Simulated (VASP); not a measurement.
Here is a VASP 6.6.1 calculation.

Contents of INCAR:

```
SYSTEM = Mo7AsS16
PREC = Accurate
ENCUT = 520
EDIFF = 1E-7
ISMEAR = -1
SIGMA = 0.01
LREAL = Auto
LASPH = .TRUE.
NELM = 100
ALGO = Normal
ISIF = 2
LWAVE = .FALSE.
LCHARG = .FALSE.
GGA = PE
NBANDS = 118
NELECT = 198.0
```

The input KPOINTS:

```
regular mesh
0
G
  4 4 2
  0 0 0
```

Contents of POSCAR:

```
Mo7AsS16
1.0
    6.3380000000      0.0000000000      0.0000000000
   -3.1690000000      5.4888690092      0.0000000000
    0.0000000000      0.0000000000     12.3240000000
As Mo S
1 7 16
Direct
    0.1666666667      0.3333333333      0.2500000000
    0.1723539051      0.8361769526      0.2500000000
    0.6638230474      0.3276460949      0.2500000000
    0.6638230474      0.8361769526      0.2500000000
    0.3333624770      0.1666375230      0.7500000000
    0.3333624770      0.6667249539      0.7500000000
    0.8332750461      0.1666375230      0.7500000000
    0.8333333333      0.6666666667      0.7500000000
    0.1666666667      0.3333333333      0.6238557720
    0.1667034817      0.8333517409      0.6236705243
    0.6666482591      0.3332965183      0.6236705243
    0.6666482591      0.8333517409      0.6236705243
    0.3376384817      0.1623615183      0.1230550273
    0.3376384817      0.6752769634      0.1230550273
    0.8247230366      0.1623615183      0.1230550273
    0.8333333333      0.6666666667      0.1246517718
    0.1666666667      0.3333333333      0.8761442280
    0.1667034817      0.8333517409      0.8763294757
    0.6666482591      0.3332965183      0.8763294757
    0.6666482591      0.8333517409      0.8763294757
    0.3376384817      0.1623615183      0.3769449727
    0.3376384817      0.6752769634      0.3769449727
    0.8247230366      0.1623615183      0.3769449727
    0.8333333333      0.6666666667      0.3753482282
```

Potentials or basis: VASP PAW PBE potentials, release 64 (As, Mo_sv, S).

Command:

```bash
$ cat potpaw_PBE.64/As/POTCAR potpaw_PBE.64/Mo_sv/POTCAR potpaw_PBE.64/S/POTCAR > POTCAR
$ mpirun -np 1 vasp_std > vasp.out
```

(1) What does it give for the largest force?

## Answers

(1) 0.022 eV/Å.

Caveat: the cell carries a net charge on a neutralising background, which shifts energy and pressure.
